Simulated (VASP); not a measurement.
# Pt (I4/mmm) in VASP: a series of runs, part 2 of 2

VASP 6.6.1. The steps go on from the part before.

### Step 3. Single point, PBEsol (strain -0.050 along x and y, +0.000 along z)

INCAR

```
SYSTEM = Pt
PREC     = Accurate       ! precision mode
ENCUT    = 520            ! plane-wave cutoff, eV
EDIFF    = 1E-6           ! SCF threshold, eV
ISMEAR   = 0              ! smearing method
SIGMA    = 0.15           ! smearing width, eV
LREAL    = .False.        ! projectors in reciprocal space
LASPH    = .True.         ! aspherical terms in the spheres
NELM     = 80             ! most SCF steps
ALGO     = Fast           ! electronic algorithm
ISIF     = 2              ! what is computed and relaxed
LWAVE    = .False.        ! write WAVECAR
LCHARG   = .True.         ! write CHGCAR
GGA      = PS             ! functional
LELF     = .True.         ! ELF
LVHAR    = .True.       
NBANDS   = 11             ! bands
```

KPOINTS

```
Automatic mesh
0
Gamma
  26 26 26
  0 0 0
```

POSCAR

```
Pt
1.0
    0.0000000000      1.8610788282      1.9590303455
    1.8610788282      0.0000000000      1.9590303455
    1.8610788282      1.8610788282      0.0000000000
Pt
1
Direct
    0.0000000000      0.0000000000      0.0000000000
```

Potentials or basis: VASP PAW PBE potentials, release 64 (Pt).

Started as:

```console
$ cat potpaw_PBE.64/Pt/POTCAR > POTCAR
$ mpirun -np 1 vasp_std > vasp.out
```

It took 2.2 min on 1 thread of Intel Xeon Platinum 8488C (Sapphire Rapids), shared host; peak memory 0.3 GiB.

Results (log left out):

```yaml
Free_energy: -6.8029 eV
Pressure: 39.2 GPa
Band_gap_on_the_k_mesh: zero (bands 5 and 6 overlap by 3.04 eV)
```

Stress tensor (GPa, compression positive):
```
42.40  0.00  0.00
 0.00 42.40  0.00
 0.00  0.00 32.72
```

Levels at points of the mesh, in eV from the Fermi level:
| k point | band 2 | band 3 | band 4 | band 5 | band 6 | band 7 | band 8 | band 9 |
| --- | --- | --- | --- | --- | --- | --- | --- | --- |
| (0.00, 0.00, 0.00) | -4.97 | -4.25 | -4.25 | -2.37 | -1.50 | 14.31 | 18.81 | 20.37 |
| (0.50, 0.00, 0.00) | -4.93 | -4.24 | -0.97 | -0.08 | 0.24 | 6.71 | 13.80 | 19.27 |
| (0.50, 0.50, 0.00) | -7.84 | 0.11 | 0.59 | 0.59 | 0.82 | 9.11 | 12.32 | 12.32 |
| (0.50, 0.00, 0.50) | -7.82 | -0.01 | 0.31 | 0.96 | 1.89 | 10.58 | 11.12 | 11.63 |

Caveat: the cell differs from its parent crystal (strain -0.050 along x and y, +0.000 along z); the cell stands under pressure; the PAW data sets were made with another functional, which shifts forces and pressure a little; spin-orbit coupling is left out, which moves the levels of the heavy elements.

### Step 4. Single point, PBEsol (strain -0.025 along x and y, -0.050 along z)

INCAR

```
PREC     = Accurate       # precision mode
ENCUT    = 520            # plane-wave cutoff, eV
EDIFF    = 1E-6           # SCF threshold, eV
ISMEAR   = 0              # smearing method
SIGMA    = 0.15           # smearing width, eV
LREAL    = F              # projectors in reciprocal space
LASPH    = T              # aspherical terms in the spheres
NELM     = 80             # most SCF steps
ALGO     = Fast           # electronic algorithm
ISIF     = 2              # what is computed and relaxed
LWAVE    = F              # write WAVECAR
LCHARG   = F              # write CHGCAR
GGA      = PS             # functional
NBANDS   = 11             # bands
```

KPOINTS

```
Automatic mesh
0
Gamma
  26 26 26
```

POSCAR

```
Pt
1.0
    0.0000000000      1.9100545869      1.8610788282
    1.9100545869      0.0000000000      1.8610788282
    1.9100545869      1.9100545869      0.0000000000
Pt
1
Direct
    0.0000000000      0.0000000000      0.0000000000
```

Started as:

```console
$ cat potpaw_PBE.64/Pt/POTCAR > POTCAR
$ mpirun -np 1 vasp_std > vasp.out
```

Wall time 2.2 min (1 thread of Intel Xeon Platinum 8488C (Sapphire Rapids), shared host); peak memory 0.3 GiB.

The run converged. Its results:

| Item | Value |
| --- | --- |
| Free energy | -6.8156 eV |
| Pressure | 38.4 GPa |
| Band gap on the k mesh | zero (bands 5 and 6 overlap by 2.82 eV) |

Stress tensor (GPa, compression positive):
```
37.17  0.00  0.00
 0.00 37.17  0.00
 0.00  0.00 40.84
```

Levels at points of the mesh, in eV from the Fermi level:
| k point | band 2 | band 3 | band 4 | band 5 | band 6 | band 7 | band 8 | band 9 |
| --- | --- | --- | --- | --- | --- | --- | --- | --- |
| (0.00, 0.00, 0.00) | -4.62 | -4.62 | -4.28 | -2.14 | -1.72 | 14.26 | 19.55 | 19.55 |
| (0.50, 0.00, 0.00) | -4.77 | -4.42 | -0.99 | -0.02 | 0.16 | 6.68 | 13.83 | 19.40 |
| (0.50, 0.50, 0.00) | -7.85 | 0.03 | 0.63 | 0.63 | 1.89 | 10.55 | 11.33 | 11.33 |
| (0.50, 0.00, 0.50) | -7.84 | 0.04 | 0.46 | 0.75 | 1.33 | 9.81 | 11.69 | 11.96 |

Caveat: the cell differs from its parent crystal (strain -0.025 along x and y, -0.050 along z); the cell stands under pressure; the PAW data sets were made with another functional, which shifts forces and pressure a little; spin-orbit coupling is left out, which moves the levels of the heavy elements.

### Step 5. Single point, PBEsol (strain -0.050 along x and y, +0.025 along z)

INCAR

```
ALGO     = Fast           # electronic algorithm
EDIFF    = 1E-6           # SCF threshold, eV
ENCUT    = 520            # plane-wave cutoff, eV
GGA      = PS             # functional
ISIF     = 2              # what is computed and relaxed
ISMEAR   = 0              # smearing method
LASPH    = True           # aspherical terms in the spheres
LCHARG   = False          # write CHGCAR
LREAL    = False          # projectors in reciprocal space
LWAVE    = False          # write WAVECAR
NBANDS   = 11             # bands
NELM     = 80             # most SCF steps
PREC     = Accurate       # precision mode
SIGMA    = 0.15           # smearing width, eV
```

KPOINTS

```
k-points
0
Gamma
  26 26 26
```

POSCAR

```
Pt
1.0
    0.0000000000      1.8610788282      2.0080061041
    1.8610788282      0.0000000000      2.0080061041
    1.8610788282      1.8610788282      0.0000000000
Pt
1
Direct
    0.0000000000      0.0000000000      0.0000000000
```

Potentials or basis: VASP PAW PBE potentials, release 64 (Pt).

Started as:

```console
$ cat potpaw_PBE.64/Pt/POTCAR > POTCAR
$ mpirun -np 1 vasp_std > vasp.out
```

OUTCAR:

```text
EDIFF = 1E-6
   ENCUT = 520
   GGA = PS
   ISIF = 2
   ISMEAR = 0
   LASPH = True
   LREAL = False
   NELM = 80
   PREC = Accurate

 ion  position               nearest neighbor table
   1  0.000  0.000  0.000-

  LATTYP: Found a body centered tetragonal cell.
 ALAT       =     2.6319629195
 C/A-ratio  =     1.5258620015

  Lattice vectors:

 A1 = (  -1.8610788282,   0.0000000000,   2.0080061041)
 A2 = (   1.8610788282,   0.0000000000,   2.0080061041)
 A3 = (   0.0000000000,   1.8610788282,  -2.0080061041)

[... 517 lines left out ...]

 [... further k-points ...]

------------------------ aborting loop because EDIFF is reached ----------------------------------------

  FORCE on cell =-STRESS in cart. coord.  units (eV):
  Direction    XX          YY          ZZ          XY          YZ          ZX
  --------------------------------------------------------------------------------------
  -------------------------------------------------------------------------------------
  Total        2.8551111      2.8551111      1.6671764      0.0000000      0.0000000     -0.0000000
  in kB      328.8584737    328.8584737    192.0293327      0.0000000      0.0000000     -0.0000000
  external PRESSURE =     283.2487600 kB  Pullay stress =       0.0000000 kB

 VOLUME and BASIS-vectors are now :
 -----------------------------------------------------------------------------
  energy-cutoff  :      520.00
  volume of cell :       13.91
      direct lattice vectors                 reciprocal lattice vectors
     0.000000000  1.861078828  2.008006104    -0.268661377  0.268661377  0.249003227
     1.861078828  0.000000000  2.008006104     0.268661377 -0.268661377  0.249003227
     1.861078828  1.861078828  0.000000000     0.268661377  0.268661377 -0.249003227

 POSITION                                       TOTAL-FORCE (eV/Angst)
 -----------------------------------------------------------------------------------
      0.00000      0.00000      0.00000         0.000000     -0.000000      0.000000
 -----------------------------------------------------------------------------------
    total drift:                                0.000000      0.000000      0.000000

  FREE ENERGIE OF THE ION-ELECTRON SYSTEM (eV)
  ---------------------------------------------------
  free  energy   TOTEN  =        -6.8574855350 eV

  energy  without entropy=       -6.8390551979  energy(sigma->0) =       -6.84827037
```

stdout:

```text
POSCAR found type information on POSCAR Pt
 POSCAR found :  1 types and       1 ions
 scaLAPACK will be used
 -----------------------------------------------------------------------------
|                                                                             |
|                                                                             |
|     You enforced a specific xc type in the INCAR file but a different       |
|     I HOPE YOU KNOW WHAT YOU ARE DOING!                                     |
|                                                                             |
 -----------------------------------------------------------------------------

 LDA part: xc-table for (Slater+PW92), standard interpolation
 POSCAR, INCAR and KPOINTS ok, starting setup
 FFT: planning ... GRIDC
 FFT: planning ... GRID_SOFT
 FFT: planning ... GRID
 WAVECAR not read
 entering main loop
```

Wall time 2.2 min (1 thread of Intel Xeon Platinum 8488C (Sapphire Rapids), shared host); peak memory 0.31 GiB.

Results:

```
Free energy            : -6.8575 eV
Pressure               : 28.3 GPa
Band gap on the k mesh : zero (bands 5 and 6 overlap by 3.00 eV)
```

Caveat: the cell differs from its parent crystal (strain -0.050 along x and y, +0.025 along z); the cell stands under pressure; the PAW data sets were made with another functional, which shifts forces and pressure a little; spin-orbit coupling is left out, which moves the levels of the heavy elements.

### Step 6. The runs side by side

| cell | gap on the mesh (eV) | pressure (GPa) |
| --- | --- | --- |
| a = 2.667, b = 2.667, c = 2.632 Å, angles 60.4, 60.4, 59.1°, 1 atom | none | 51.6 |
| a = 2.702, b = 2.702, c = 2.632 Å, angles 60.9, 60.9, 58.3°, 1 atom | none | 39.2 |
| a = 2.667, b = 2.667, c = 2.701 Å, angles 59.6, 59.6, 60.9°, 1 atom | none | 38.4 |
| a = 2.738, b = 2.738, c = 2.632 Å, angles 61.3, 61.3, 57.5°, 1 atom | none | 28.3 |

Alike in all rows: task single point; level PBEsol; potentials or basis VASP PAW PBE potentials, release 64 (Pt); no spin polarisation; k mesh 26 × 26 × 26; cutoff (eV) 520; smearing gaussian 0.15 eV.

Caveats: the cell stands under pressure; the PAW data sets were made with another functional, which shifts forces and pressure a little; spin-orbit coupling is left out, which moves the levels of the heavy elements.

Absolute energies hang on the potentials; compare differences alone.
